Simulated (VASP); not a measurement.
Set up this calculation in VASP 6.6.1, as the native input.

```yaml
Task: single point
Functional: PBE exchange alone
Potentials_or_basis: VASP PAW PBE potentials, release 64 (Al, O)
Cutoff: 520 eV
k_mesh: 7 × 7 × 7
Occupations: fermi-dirac, width 0.05 eV
Spin: no spin polarisation
Dipole_correction: no
Further_INCAR_settings: ALGO = Normal; EDIFF = 1e-07; NBANDS = 35
```

The structure of Al2O3 lies in POSCAR:

```
Al2O3
1.0
    2.3802500000      1.3742379782      4.3318666667
   -2.3802500000      1.3742379782      4.3318666667
    0.0000000000     -2.7484759565      4.3318666667
Al O
4 6
Direct
    0.8521600000      0.8521600000      0.8521600000
    0.6478400000      0.6478400000      0.6478400000
    0.1478400000      0.1478400000      0.1478400000
    0.3521600000      0.3521600000      0.3521600000
    0.0566800000      0.7500000000      0.4433200000
    0.7500000000      0.4433200000      0.0566800000
    0.4433200000      0.0566800000      0.7500000000
    0.9433200000      0.2500000000      0.5566800000
    0.2500000000      0.5566800000      0.9433200000
    0.5566800000      0.9433200000      0.2500000000
```

The input as run:

INCAR

```
  AGGAC = 0.0
  ALDAC = 0.0
  ALGO = Normal
  EDIFF = 1E-7
  ENCUT = 520
  GGA = PE
  ISIF = 2
  ISMEAR = -1
  LASPH = T
  LCHARG = F
  LREAL = F
  LWAVE = F
  NBANDS = 35
  NELM = 100
  PREC = Accurate
  SIGMA = 0.05
```

KPOINTS

```
k-points
0
Gamma
  7 7 7
```

Potentials or basis: VASP PAW PBE potentials, release 64 (Al, O).

The run is started by

```console
$ cat potpaw_PBE.64/Al/POTCAR potpaw_PBE.64/O/POTCAR > POTCAR
$ mpirun -np 1 vasp_std > vasp.out
```

It gave:

- Pressure: 26.1 GPa
- Largest force: 0.107 eV/Å
- Band gap on the k mesh: 6.53 eV

Caveat: the cell stands under pressure.

Run time: 110 s on 1 thread of AMD EPYC 9R45 96-Core Processor (Zen 5) (shared host), peak memory 0.24 GiB.
